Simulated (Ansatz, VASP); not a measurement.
# One calculation of WSe2, two programs

INCAR

```
SYSTEM = WSe2
ALGO     = Normal         ! electronic algorithm
DIPOL    = 0.5 0.5 0.398
EDIFF    = 1E-6           ! SCF threshold, eV
ENCUT    = 520            ! plane-wave cutoff, eV
GGA      = PE             ! functional
IDIPOL   = 3            
ISIF     = 2              ! what is computed and relaxed
ISMEAR   = 0              ! smearing method
IVDW     = 12             ! dispersion correction
LASPH    = .True.         ! aspherical terms in the spheres
LCHARG   = .False.        ! write CHGCAR
LDIPOL   = .True.       
LREAL    = .False.        ! projectors in reciprocal space
LWAVE    = .False.        ! write WAVECAR
NBANDS   = 35             ! bands
NELM     = 80             ! most SCF steps
PREC     = Accurate       ! precision mode
SIGMA    = 0.05           ! smearing width, eV
```

Contents of KPOINTS:

```
k-points
0
Gamma
  9 9 1
  0 0 0
```

The input POSCAR:

```
WSe2
1.0
    3.2854807123      0.0000000000      0.0000000000
   -1.6427403561      2.8453097605      0.0000000000
    0.0000000000      0.0000000000     24.2386612352
Se W
4 2
Direct
    0.3333333333      0.6666666667      0.1856538179
    0.3333333333      0.6666666667      0.3246602831
    0.5000000000      1.3333333333      0.4715330812
    0.5000000000      1.3333333333      0.6105395464
    0.6666666667      0.3333333333      0.2551570505
    0.1666666667      1.6666666667      0.5410363138
```

Input for Ansatz:

```yaml
crystal:
  lattice:
    - [3.2854807123, 0.0, 0.0]
    - [-1.6427403561, 2.8453097605, 0.0]
    - [0.0, 0.0, 24.2386612352]
  atoms:
    - { symbol: Se, position: [0.3333333333, 0.6666666667, 0.1856538179] }
    - { symbol: W, position: [0.6666666667, 0.3333333333, 0.2551570505] }
    - { symbol: Se, position: [0.3333333333, 0.6666666667, 0.3246602831] }
    - { symbol: Se, position: [0.5, 1.3333333333, 0.4715330812] }
    - { symbol: W, position: [0.1666666667, 1.6666666667, 0.5410363138] }
    - { symbol: Se, position: [0.5, 1.3333333333, 0.6105395464] }
basis:
  ecutwfc: 420
kpoints:
  mp_grid: { grid: [9, 9, 1] }
hamiltonian:
  xc: pbe
  pseudopotentials: { kind: paw, azcp: { folder: soft_1 } }
  dispersion: d3bj
scf:
  occupations: { method: gaussian, width: 0.05 }
output:
  forces: true
  eigenvalues: true
efield:
  axis: 3
  dipole_correction: true
  ramp_width: 0.04
```

Alike in both runs: task single point; functional PBE; dispersion D3(BJ); k mesh 9 × 9 × 1; occupations gaussian, width 0.05 eV; no spin polarisation.

|  | VASP | Ansatz |
| --- | --- | --- |
| version | VASP 6.6.1 | Ansatz 0.2.0 |
| potentials or method | VASP PAW PBE potentials, release 64 (Se, W_sv), cutoff 520 eV | scalar-relativistic, plane waves, PAW |
| valence electrons in the cell | 52 | 92 |

```csv
,VASP,Ansatz,Ansatz less VASP
gap on the k mesh at the Fermi level (eV),1.53,1.53,-0.001
least direct gap on the mesh (eV),1.64,1.65,+0.004
rms of the force components (eV/Å),0.045,0.029,-0.0163
```

VASP's potentials hold 52 valence electrons a cell and Ansatz's 92, so a difference there can come from the potentials and not from the codes.

Neither program's run includes spin-orbit coupling.
